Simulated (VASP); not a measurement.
# TaRu (Pm-3m) in VASP: further runs, part 2 of 3

VASP 6.6.1. The steps go on from the part before.

### Step 3. Electric field gradients, LDA (16.83 Å³/atom)

This run uses another cell than the first one, of 16.83 Å³/atom.

INCAR

```
ALGO = Normal ; EDIFF = 1E-8
ENCUT = 520 ; GGA = CA
ISIF = 2 ; ISMEAR = -1
LASPH = True ; LCHARG = False
LEFG = True ; LREAL = False
LWAVE = False ; NBANDS = 20
NELM = 80 ; PREC = Accurate
SIGMA = 0.03
```

KPOINTS

```
k-points
0
Gamma
  13 13 13
```

POSCAR

```
TaRu
1.0
    3.2289390200      0.0000000000      0.0000000000
    0.0000000000      3.2289390200      0.0000000000
    0.0000000000      0.0000000000      3.2289390200
Ta Ru
1 1
Direct
    0.5000000000      0.5000000000      0.5000000000
    0.0000000000      0.0000000000      0.0000000000
```

Potentials or basis: VASP PAW LDA potentials, release 64 (Ta_pv, Ru_pv).

Started as:

```bash
> cat potpaw_LDA.64/Ta_pv/POTCAR potpaw_LDA.64/Ru_pv/POTCAR > POTCAR
> mpirun -np 1 vasp_std > vasp.out
```

OUTCAR:

```text
EDIFF = 1E-8
   ENCUT = 520
   GGA = CA
   ISIF = 2
   ISMEAR = -1
   LASPH = True
   LREAL = False
   NELM = 80
   PREC = Accurate

 ion  position               nearest neighbor table
   1  0.500  0.500  0.500-   2 2.80   2 2.80   2 2.80   2 2.80   2 2.80   2 2.80   2 2.80   2 2.80

   2  0.000  0.000  0.000-   1 2.80   1 2.80   1 2.80   1 2.80   1 2.80   1 2.80   1 2.80   1 2.80

  LATTYP: Found a simple cubic cell.
 ALAT       =     3.2289390200

  Lattice vectors:

 A1 = (   3.2289390200,   0.0000000000,   0.0000000000)
 A2 = (   0.0000000000,   3.2289390200,   0.0000000000)
 A3 = (   0.0000000000,   0.0000000000,   3.2289390200)

Analysis of symmetry for initial positions (statically):
=====================================================================
 Subroutine PRICEL returns:
 Original cell was already a primitive cell.

 Routine SETGRP: Setting up the symmetry group for a
 simple cubic supercell.

 Subroutine GETGRP returns: Found 48 space group operations
 (whereof 48 operations were pure point group operations)
 out of a pool of 48 trial point group operations.

The static configuration has the point symmetry O_h .

Analysis of symmetry for dynamics (positions and initial velocities):
=====================================================================
 Subroutine PRICEL returns:
 Original cell was already a primitive cell.

 Routine SETGRP: Setting up the symmetry group for a
 simple cubic supercell.

 Subroutine GETGRP returns: Found 48 space group operations
 (whereof 48 operations were pure point group operations)
 out of a pool of 48 trial point group operations.

The dynamic configuration has the point symmetry O_h .

[... 153 lines left out ...]
  band No.  band energies     occupation
      1     -34.2244      2.00000
      2     -34.2244      2.00000
      3     -34.2244      2.00000
      4     -26.2932      2.00000
      5     -26.2932      2.00000
      6     -26.2932      2.00000
[... 541 lines left out ...]
     19      17.9072      0.00000
     20      18.7054      0.00000

 [... further k-points ...]

------------------------ aborting loop because EDIFF is reached ----------------------------------------

  FORCE on cell =-STRESS in cart. coord.  units (eV):
  Direction    XX          YY          ZZ          XY          YZ          ZX
  --------------------------------------------------------------------------------------
  -------------------------------------------------------------------------------------
  Total       -4.8828364     -4.8828364     -4.8828364     -0.0000000      0.0000000      0.0000000
  in kB     -232.3823962   -232.3823962   -232.3823962     -0.0000000      0.0000000      0.0000000
  external PRESSURE =    -232.3823962 kB  Pullay stress =       0.0000000 kB

 VOLUME and BASIS-vectors are now :
 -----------------------------------------------------------------------------
  energy-cutoff  :      520.00
  volume of cell :       33.67
      direct lattice vectors                 reciprocal lattice vectors
     3.228939020  0.000000000  0.000000000     0.309699252  0.000000000  0.000000000
     0.000000000  3.228939020  0.000000000     0.000000000  0.309699252  0.000000000
     0.000000000  0.000000000  3.228939020     0.000000000  0.000000000  0.309699252

 POSITION                                       TOTAL-FORCE (eV/Angst)
 -----------------------------------------------------------------------------------
      1.61447      1.61447      1.61447         0.000000      0.000000      0.000000
      0.00000      0.00000      0.00000         0.000000      0.000000      0.000000
 -----------------------------------------------------------------------------------
    total drift:                                0.000000      0.000000     -0.000000

  FREE ENERGIE OF THE ION-ELECTRON SYSTEM (eV)
  ---------------------------------------------------
  free  energy   TOTEN  =       -23.7484372608 eV

  energy  without entropy=      -23.7370697687  energy(sigma->0) =      -23.74275351

 Electric field gradients (V/A^2)
---------------------------------------------------------------------
 ion       V_xx      V_yy      V_zz      V_xy      V_xz      V_yz
---------------------------------------------------------------------
   1      -0.000     0.000    -0.000     0.000    -0.000     0.000
   2       0.000     0.000     0.000     0.000    -0.000     0.000
---------------------------------------------------------------------

 Electric field gradients after diagonalization (V/A^2)
 (convention: |V_zz| > |V_xx| > |V_yy|)
----------------------------------------------------------------------
 ion       V_xx      V_yy      V_zz     asymmetry (V_yy - V_xx)/ V_zz
----------------------------------------------------------------------
   1       0.000    -0.000    -0.000       0.156
   2       0.000     0.000     0.000      -0.073
----------------------------------------------------------------------

           NMR quadrupolar parameters

 Cq : quadrupolar parameter    Cq=e*Q*V_zz/h
 eta: asymmetry parameters     (V_yy - V_xx)/ V_zz
 Q  : nuclear electric quadrupole moment in mb (millibarn)
----------------------------------------------------------------------
 ion       Cq(MHz)       eta       Q (mb)
----------------------------------------------------------------------
   1      -0.000       0.156       1.000
   2       0.000      -0.073       1.000
----------------------------------------------------------------------
```

OSZICAR:

```text
N       E                     dE             d eps       ncg     rms          rms(c)
DAV:   1     0.228309910263E+03    0.22831E+03   -0.14127E+04  3360   0.127E+03
DAV:   2    -0.192768113337E+02   -0.24759E+03   -0.24228E+03  3704   0.395E+02
DAV:   3    -0.250461052832E+02   -0.57693E+01   -0.57030E+01  3936   0.616E+01
DAV:   4    -0.250919073376E+02   -0.45802E-01   -0.45693E-01  4032   0.545E+00
DAV:   5    -0.250926588900E+02   -0.75155E-03   -0.75133E-03  4080   0.604E-01    0.158E+01
DAV:   6    -0.239807054711E+02    0.11120E+01   -0.15366E+00  3776   0.107E+01    0.615E+00
DAV:   7    -0.237691908070E+02    0.21151E+00   -0.69749E-01  3800   0.589E+00    0.115E+00
DAV:   8    -0.237543927308E+02    0.14798E-01   -0.10813E-01  3872   0.169E+00    0.605E-01
DAV:   9    -0.237487389558E+02    0.56538E-02   -0.63723E-03  3896   0.770E-01    0.176E-01
DAV:  10    -0.237484329467E+02    0.30601E-03   -0.38735E-04  4208   0.160E-01    0.412E-02
DAV:  11    -0.237484375047E+02   -0.45580E-05   -0.10973E-05  4012   0.283E-02    0.714E-03
DAV:  12    -0.237484372598E+02    0.24490E-06   -0.91687E-07  4140   0.608E-03    0.965E-04
DAV:  13    -0.237484372608E+02   -0.96452E-09   -0.23700E-08  3924   0.112E-03
   1 F= -.23748437E+02 E0= -.23742754E+02  d E =-.113675E-01
```

stdout:

```text
POSCAR found type information on POSCAR TaRu
 POSCAR found :  2 types and       2 ions
 scaLAPACK will be used
 LDA part: xc-table for (Slater(with rela. corr.)+CA(PZ))
 , standard interpolation
 POSCAR, INCAR and KPOINTS ok, starting setup
 FFT: planning ... GRIDC
 FFT: planning ... GRID_SOFT
 FFT: planning ... GRID
 WAVECAR not read
 entering main loop
ion   1

ion   2
```

Wall time 56 s (1 thread of AMD EPYC 7R13, shared host); peak memory 0.14 GiB.

What came out:

```yaml
Free_energy: -23.7484 eV
Pressure: -23.2 GPa
Band_gap_on_the_k_mesh: zero (an odd number of electrons rules out a gap without spin polarisation)
Largest_electric_field_gradient_by_atom: zero within the noise of the run
```

Levels at points of the mesh, in eV from the Fermi level:
| k point | band 8 | band 9 | band 10 | band 11 | band 12 | band 13 | band 14 | band 15 | band 16 | band 17 |
| --- | --- | --- | --- | --- | --- | --- | --- | --- | --- | --- |
| (0.00, 0.00, 0.00) | -5.49 | -5.49 | -2.22 | -2.22 | -2.22 | 0.92 | 0.92 | 3.75 | 3.75 | 3.75 |

Caveat: the cell stands under tension; spin-orbit coupling is left out, which moves the levels of the heavy elements.

### Step 4. Electric field gradients, LDA (16.83 Å³/atom)

This run uses another cell than the first one, of 16.83 Å³/atom.

INCAR

```
SYSTEM = TaRu
PREC = Accurate
ENCUT = 520
EDIFF = 1E-8
ISMEAR = -1
SIGMA = 0.03
LREAL = .False.
LASPH = .True.
NELM = 60
ALGO = Normal
ISIF = 2
LWAVE = .False.
LCHARG = .False.
GGA = CA
LEFG = .True.
NBANDS = 20
```

KPOINTS

```
Automatic mesh
0
Gamma
  13 13 13
  0 0 0
```

POSCAR is that of step 3.

Potentials or basis: VASP PAW LDA potentials, release 64 (Ta_pv, Ru_pv).

Started as:

```bash
> cat potpaw_LDA.64/Ta_pv/POTCAR potpaw_LDA.64/Ru_pv/POTCAR > POTCAR
> mpirun -np 1 vasp_std > vasp.out
```

OUTCAR:

```text
SYSTEM = TaRu
   PREC = Accurate
   ENCUT = 520
   EDIFF = 1E-8
   ISMEAR = -1
   LREAL = .False.
   LASPH = .True.
   NELM = 60
   ISIF = 2
   GGA = CA

 ion  position               nearest neighbor table
   1  0.500  0.500  0.500-   2 2.80   2 2.80   2 2.80   2 2.80   2 2.80   2 2.80   2 2.80   2 2.80

   2  0.000  0.000  0.000-   1 2.80   1 2.80   1 2.80   1 2.80   1 2.80   1 2.80   1 2.80   1 2.80

  LATTYP: Found a simple cubic cell.
 ALAT       =     3.2289390200

  Lattice vectors:

 A1 = (   3.2289390200,   0.0000000000,   0.0000000000)
[... 765 lines left out ...]
  free  energy   TOTEN  =       -23.7484372608 eV

  energy  without entropy=      -23.7370697687  energy(sigma->0) =      -23.74275351

 Electric field gradients (V/A^2)
---------------------------------------------------------------------
 ion       V_xx      V_yy      V_zz      V_xy      V_xz      V_yz
---------------------------------------------------------------------
   1      -0.000     0.000    -0.000     0.000    -0.000     0.000
   2       0.000     0.000     0.000     0.000    -0.000     0.000
---------------------------------------------------------------------

 Electric field gradients after diagonalization (V/A^2)
 (convention: |V_zz| > |V_xx| > |V_yy|)
----------------------------------------------------------------------
 ion       V_xx      V_yy      V_zz     asymmetry (V_yy - V_xx)/ V_zz
----------------------------------------------------------------------
   1       0.000    -0.000    -0.000       0.156
   2       0.000     0.000     0.000      -0.073
----------------------------------------------------------------------

           NMR quadrupolar parameters

 Cq : quadrupolar parameter    Cq=e*Q*V_zz/h
 eta: asymmetry parameters     (V_yy - V_xx)/ V_zz
 Q  : nuclear electric quadrupole moment in mb (millibarn)
----------------------------------------------------------------------
 ion       Cq(MHz)       eta       Q (mb)
----------------------------------------------------------------------
   1      -0.000       0.156       1.000
   2       0.000      -0.073       1.000
----------------------------------------------------------------------
```

Wall time 67 s (1 thread of AMD EPYC 7R13, shared host); peak memory 0.14 GiB.

Results:

```
Free energy                             : -23.7484 eV
Pressure                                : -23.2 GPa
Band gap on the k mesh                  : zero (an odd number of electrons rules out a gap without spin polarisation)
Largest electric field gradient by atom : zero within the noise of the run
```

Caveat: the cell stands under tension; spin-orbit coupling is left out, which moves the levels of the heavy elements.

(Part 2 of 3 ends here.)
